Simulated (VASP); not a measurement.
# SrCl2 (P-3m1) in VASP: a series of runs

SrCl2 is run at these levels: PBEsol; tasks: relaxation of shape and atoms at fixed volume, relaxation of cell and atoms.

All numbers are computed with VASP 6.6.1; they aren't measurements. Logs are shortened: lines on timing, memory, paths and dates and some standing lists are left out, and cuts for length are marked.

### 1 The cell of the first run

Symmetry: P-3m1, No. 164, trigonal system. Conventional cell: a = 4.351 Å, b = 4.351 Å, c = 6.038 Å, α = 90.00°, β = 90.00°, γ = 120.00°. Within 3.8 Å of Sr (site symmetry -3m) lie 6 Cl at 2.86 Å. Cl (site symmetry 3m) has 3 Sr at 2.86 Å and 3 Cl at 3.72 Å within 3.8 Å.

### 2 Relaxation of shape and atoms at fixed volume, PBEsol (33.00 Å³/atom)

INCAR reads:

```
  PREC = Accurate
  ENCUT = 600
  EDIFF = 1E-6
  ISMEAR = 0
  SIGMA = 0.05
  LREAL = False
  LASPH = True
  NELM = 100
  ALGO = Normal
  ISIF = 4
  LWAVE = False
  LCHARG = False
  GGA = PS
  IBRION = 2
  NSW = 60
  EDIFFG = -0.01
```

KPOINTS reads:

```
Automatic mesh
0
Gamma
  8 8 6
```

POSCAR reads:

```
SrCl2
1.0
    4.3510088600      0.0000000000      0.0000000000
   -2.1755044300      3.7680842049      0.0000000000
    0.0000000000      0.0000000000      6.0376698368
Sr Cl
1 2
Direct
    0.0000000000      0.0000000000      0.0000000000
    0.3333333333      0.6666666667      0.2271595850
    0.6666666667      0.3333333333      0.7728404150
```

Potentials or basis: VASP PAW PBE potentials, release 64 (Sr_sv, Cl).

Started as:

```bash
$ cat potpaw_PBE.64/Sr_sv/POTCAR potpaw_PBE.64/Cl/POTCAR > POTCAR
$ mpirun -np 1 vasp_std > vasp.out
```

OUTCAR:

```text
PREC = Accurate
   ENCUT = 600
   EDIFF = 1E-6
   ISMEAR = 0
   LREAL = False
   LASPH = True
   NELM = 100
   ISIF = 4
   GGA = PS
   IBRION = 2
   NSW = 60
   EDIFFG = -0.01

 ion  position               nearest neighbor table
   1  0.000  0.000  0.000-   2 2.86   3 2.86   3 2.86   2 2.86   3 2.86   2 2.86
   2  0.333  0.667  0.227-   1 2.86   1 2.86   1 2.86
   3  0.667  0.333  0.773-   1 2.86   1 2.86   1 2.86

  LATTYP: Found a hexagonal cell.
 ALAT       =     4.3510088600
 C/A-ratio  =     1.3876482515

  Lattice vectors:

 A1 = (   4.3510088600,   0.0000000000,   0.0000000000)
 A2 = (  -2.1755044300,   3.7680842049,   0.0000000000)
 A3 = (   0.0000000000,   0.0000000000,   6.0376698368)

Analysis of symmetry for initial positions (statically):
=====================================================================
 Subroutine PRICEL returns:
 Original cell was already a primitive cell.

 Routine SETGRP: Setting up the symmetry group for a
 hexagonal supercell.

 Subroutine GETGRP returns: Found 12 space group operations
 (whereof 12 operations were pure point group operations)
 out of a pool of 24 trial point group operations.

The static configuration has the point symmetry D_3d.

Analysis of symmetry for dynamics (positions and initial velocities):
=====================================================================
 Subroutine PRICEL returns:
 Original cell was already a primitive cell.

 Routine SETGRP: Setting up the symmetry group for a
 hexagonal supercell.

 Subroutine GETGRP returns: Found 12 space group operations
 (whereof 12 operations were pure point group operations)
 out of a pool of 24 trial point group operations.

The dynamic configuration has the point symmetry D_3d.

 Subroutine INISYM returns: Found 12 space group operations
 (whereof 12 operations are pure point group operations),
 and found     1 'primitive' translations

----------------------------------------------------------------------------------------

                                     Primitive cell

  volume of cell :      98.9874

[... 96 lines left out ...]
   ISIF   =      4    stress and relaxation
   ISYM   =      2    0-nonsym 1-usesym 2-fastsym
   POTIM  = 0.5000    time-step for ionic-motion
   TEBEG  =    0.0;   TEEND  =   0.0 temperature during run
   PSTRESS=    0.0 pullay stress
   NELECT =      24.0000    total number of electrons
   NUPDOWN=      -1.0000    fix difference up-down
   EMIN   =  10.00;   EMAX   =-10.00  energy-range for DOS
   EFERMI =   0.00;   METHOD = LEGACY
   ISMEAR =     0;   SIGMA  =   0.05  broadening in eV -4-tet -1-fermi 0-gaus
   EFERMI_NEDOS =   21; number of points for ismear=-14 and -15
   IALGO  =     38    algorithm
   IMIX   =      4    mixing-type and parameters
     AMIX     =   0.40;   BMIX     =  1.00
     AMIX_MAG =   1.60;   BMIX_MAG =  1.00
  volume/ion in A,a.u.               =      33.00       222.67
  Fermi-wavevector in a.u.,A,eV,Ry     =   1.020827  1.929082 14.178451  1.042087
  Thomas-Fermi vector in A             =   2.154417
   LORBIT       =      0    0 simple, 1 ext, 2 COOP (PROOUT), +10 PAW based schemes
   GGA     = PS    functional components
   LHFCALC =     F    Hartree Fock is set to
   AEXX    =    0.0000 exact exchange contribution
   IVDW    =     0    specifies the selected vdW correction
   LEPSILON=     F    determine dielectric tensor
   LRPA    =     F    only Hartree local field effects (RPA)
 conjugate gradient relaxation of ions
 non-spin polarized calculation
 Gauss-broadening in eV      SIGMA  =   0.05
  energy-cutoff  :      600.00
  volume of cell :       98.99
 maximum number of plane-waves:      3328
 NGX is ok and might be reduce to    36
   NGX = 17   NGY = 17   NGZ = 25

--------------------------------------- Ionic step        1  -------------------------------------------

 number of electron      24.0000000 magnetization

 Free energy of the ion-electron system (eV)
  ---------------------------------------------------
  ext. energy  EPLUGINS =         0.00000000
  ---------------------------------------------------
  free energy    TOTEN  =       -13.09601888 eV

  energy without entropy =      -13.09601888  energy(sigma->0) =      -13.09601888

------------------------ aborting loop because EDIFF is reached ----------------------------------------

  FORCE on cell =-STRESS in cart. coord.  units (eV):
  Direction    XX          YY          ZZ          XY          YZ          ZX
  --------------------------------------------------------------------------------------
  -------------------------------------------------------------------------------------
  Total        0.5483716      0.5483716      0.3370522      0.0000000      0.0000000     -0.0000000
  in kB        8.8757611      8.8757611      5.4554159      0.0000000      0.0000000     -0.0000000
  external PRESSURE =       7.7356460 kB  Pullay stress =       0.0000000 kB
[... 135 lines left out ...]
--------------------------------------- Ionic step        5  -------------------------------------------

 number of electron      24.0000003 magnetization

 Free energy of the ion-electron system (eV)
  ---------------------------------------------------
  ext. energy  EPLUGINS =         0.00000000
  ---------------------------------------------------
  free energy    TOTEN  =       -13.10156585 eV

  energy without entropy =      -13.10156585  energy(sigma->0) =      -13.10156585

 E-fermi :  -1.0818     XC(G=0):  -7.6938

 val. band max:       -1.2994472355   @ k =   0.0000   0.0000   0.0000
 cond. band min:       3.8951656260   @ k =   0.0000   0.0000   0.0000
 fundamental gap:      5.1946128614
 Fermi energy:        -1.0817775906

 k-point     1 :       0.0000    0.0000    0.0000
  band No.  band energies     occupation
      1     -33.6826      2.00000
      2     -16.0179      2.00000
      3     -15.6886      2.00000
      4     -15.6886      2.00000
      5     -14.0512      2.00000
      6     -13.3623      2.00000
[... 433 lines left out ...]
      3     -15.8945      2.00000
      4     -15.7801      2.00000
      5     -13.6179      2.00000
      6     -13.4683      2.00000
[... 8 lines left out ...]
     15       5.9795      0.00000
     16       7.0806      0.00000

 [... further k-points ...]

------------------------ aborting loop because EDIFF is reached ----------------------------------------

  FORCE on cell =-STRESS in cart. coord.  units (eV):
  Direction    XX          YY          ZZ          XY          YZ          ZX
  --------------------------------------------------------------------------------------
  -------------------------------------------------------------------------------------
  Total        0.0456450      0.0456450      0.0282482     -0.0000000      0.0000000      0.0000000
  in kB        0.7387956      0.7387956      0.4572159     -0.0000000      0.0000000      0.0000000
  external PRESSURE =       0.6449357 kB  Pullay stress =       0.0000000 kB
[... 18 lines left out ...]
  FREE ENERGIE OF THE ION-ELECTRON SYSTEM (eV)
  ---------------------------------------------------
  free  energy   TOTEN  =       -13.1015658514 eV

  energy  without entropy=      -13.1015658514  energy(sigma->0) =      -13.10156585

 reached required accuracy - stopping structural energy minimisation
```

CONTCAR:

```text
SrCl2
   1.00000000000000
     4.3807704982744786    0.0000000000000000   -0.0000000000000000
    -2.1903852491372393    3.7938585397094404    0.0000000000000000
     0.0000000000000000    0.0000000000000000    5.9559122726229745
  Sr              Cl
     1     2
Direct
     0.0000000000000000    0.0000000000000000    1.0000000000000000
     0.3333333332999970    0.6666666667000030    0.2329389738140882
     0.6666666667000030    0.3333333332999970    0.7670610261859119

  0.00000000E+00  0.00000000E+00  0.00000000E+00
  0.00000000E+00  0.00000000E+00  0.00000000E+00
  0.00000000E+00  0.00000000E+00  0.00000000E+00
```

It took 2.9 min on 1 thread of AMD EPYC 9R45 (Zen 5), shared host; peak memory 0.27 GiB.

Results:

```
Free energy                  : -13.1016 eV
Energy gained by relaxing    : 1.8 meV/atom
Ionic steps                  : 5
Pressure after relaxing      : 0.1 GPa
Largest force after relaxing : 0.005 eV/Å
Band gap on the k mesh       : 5.19 eV
```

Forces in eV/Å, atoms in the order of the input:
```
Sr   0.000  0.000  0.000
Cl   0.000  0.000 -0.005
Cl   0.000  0.000  0.005
```

The path:
```csv
step,energy change (eV),largest force (eV/Å),pressure (GPa),volume (Å³)
1,0.0000,0.1212,0.77,98.99
2,-0.0017,0.0999,0.65,98.99
3,-0.0050,0.0367,0.29,98.99
4,-0.0030,0.0863,-0.39,98.99
5,-0.0055,0.0047,0.06,98.99
```

Final structure:
```yaml
crystal:
  lattice:
    - [4.38077, 0.00000, 0.00000]
    - [-2.19039, 3.79386, 0.00000]
    - [0.00000, 0.00000, 5.95591]
  atoms:
    - { symbol: Sr, position: [0.00000, 0.00000, 0.00000] }
    - { symbol: Cl, position: [0.33333, 0.66667, 0.23294] }
    - { symbol: Cl, position: [0.66667, 0.33333, 0.76706] }
```

Caveat: the PAW data sets were made with another functional, which shifts forces and pressure a little.

### 3 Relaxation of shape and atoms at fixed volume, PBEsol (34.34 Å³/atom)

This run uses another cell than the first one, of 34.34 Å³/atom.

INCAR reads:

```
PREC     = Accurate       # precision mode
ENCUT    = 600            # plane-wave cutoff, eV
EDIFF    = 1E-6           # SCF threshold, eV
ISMEAR   = 0              # smearing method
SIGMA    = 0.05           # smearing width, eV
LREAL    = False          # projectors in reciprocal space
LASPH    = True           # aspherical terms in the spheres
NELM     = 60             # most SCF steps
ALGO     = Normal         # electronic algorithm
ISIF     = 4              # what is computed and relaxed
LWAVE    = False          # write WAVECAR
LCHARG   = False          # write CHGCAR
GGA      = PS             # functional
IBRION   = 2              # ionic algorithm
NSW      = 60             # ionic steps
EDIFFG   = -0.01          # ionic threshold
```

KPOINTS reads:

```
regular mesh
0
Gamma
  8 8 6
```

POSCAR reads:

```
SrCl2
1.0
    4.4094186334      0.0000000000      0.0000000000
   -2.2047093167      3.8186685524      0.0000000000
    0.0000000000      0.0000000000      6.1187220566
Sr Cl
1 2
Direct
    0.0000000000      0.0000000000      0.0000000000
    0.3333333333      0.6666666667      0.2271595850
    0.6666666667      0.3333333333      0.7728404150
```

Potentials or basis: VASP PAW PBE potentials, release 64 (Sr_sv, Cl).

Started as:

```bash
$ cat potpaw_PBE.64/Sr_sv/POTCAR potpaw_PBE.64/Cl/POTCAR > POTCAR
$ mpirun -np 1 vasp_std > vasp.out
```

It took 3 min on 1 thread of AMD EPYC 9R45 (Zen 5), shared host; peak memory 0.28 GiB.

It converged, with:

| Property | Result |
| --- | --- |
| Free energy | -13.1019 eV |
| Energy gained by relaxing | 0.6 meV/atom |
| Ionic steps | 5 |
| Pressure after relaxing | 0.0 GPa |
| Largest force after relaxing | 0.004 eV/Å |
| Band gap on the k mesh | 5.26 eV |

Forces on the atoms (eV/Å):
```
Sr   0.000  0.000  0.000
Cl   0.000  0.000  0.004
Cl   0.000  0.000 -0.004
```

Step by step:
```tsv
step	energy change (eV)	largest force (eV/Å)	pressure (GPa)	volume (Å³)
1	0.0000	0.0639	-0.43	103.03
2	-0.0005	0.0541	-0.36	103.03
3	-0.0015	0.0233	-0.19	103.03
4	-0.0012	0.0403	0.18	103.03
5	-0.0018	0.0040	-0.04	103.03
```

Final structure:
```
Sr Cl
1.0
     4.39085    0.00000    0.00000
    -2.19543    3.80259    0.00000
     0.00000    0.00000    6.17058
Sr Cl
1 2
Direct
  0.00000 0.00000 0.00000
  0.33333 0.66667 0.22389
  0.66667 0.33333 0.77611
```

Levels at points of the mesh, in eV from the valence-band top:
```csv
k point,band 9,band 10,band 11,band 12,band 13,band 14,band 15,band 16
"(0.00, 0.00, 0.00)",-1.25,-0.31,-0.31,0.00,5.26,6.75,6.75,7.67
"(0.50, 0.00, 0.00)",-0.86,-0.76,-0.60,-0.59,5.77,7.18,8.08,8.31
"(0.00, 0.00, 0.50)",-1.21,-0.57,-0.36,-0.36,6.43,6.64,6.64,7.09
"(0.50, 0.00, 0.50)",-0.96,-0.66,-0.49,-0.25,6.09,7.58,7.97,8.24
```

Caveat: the PAW data sets were made with another functional, which shifts forces and pressure a little. A k mesh can miss the band edges.

(Continued in part 2 of 2.)
